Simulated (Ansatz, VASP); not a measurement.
# Two plane-wave programs on H

```
H
1.0
    10.00000    0.00000    0.00000
     0.00000   10.30000    0.00000
     0.00000    0.00000   10.60000
H
2
Cartesian
  5.0000 5.0000 4.6249
  5.0000 5.0000 5.3751
```

Alike in both runs: task single point; functional PBE; k mesh 1 × 1 × 1; occupations gaussian, width 0.01 eV; no spin polarisation.

|  | VASP | Ansatz |
| --- | --- | --- |
| version | VASP 6.6.1 | Ansatz 0.2.0 |
| potentials or method | VASP PAW PBE potentials, release 64 (H), cutoff 400 eV | scalar-relativistic, plane waves, PAW |
| valence electrons in the cell | 2 | 2 |

Ansatz gave:

- gap on the k mesh at the Fermi level (eV): 10.15
- rms of the force components (eV/Å): 0.001

Problem. What did VASP give for the same quantities?

Solution. gap on the k mesh at the Fermi level (eV): 10.14; rms of the force components (eV/Å): 0.006.

Atom by atom the forces differ by 0.008 eV/Å (rms over components).
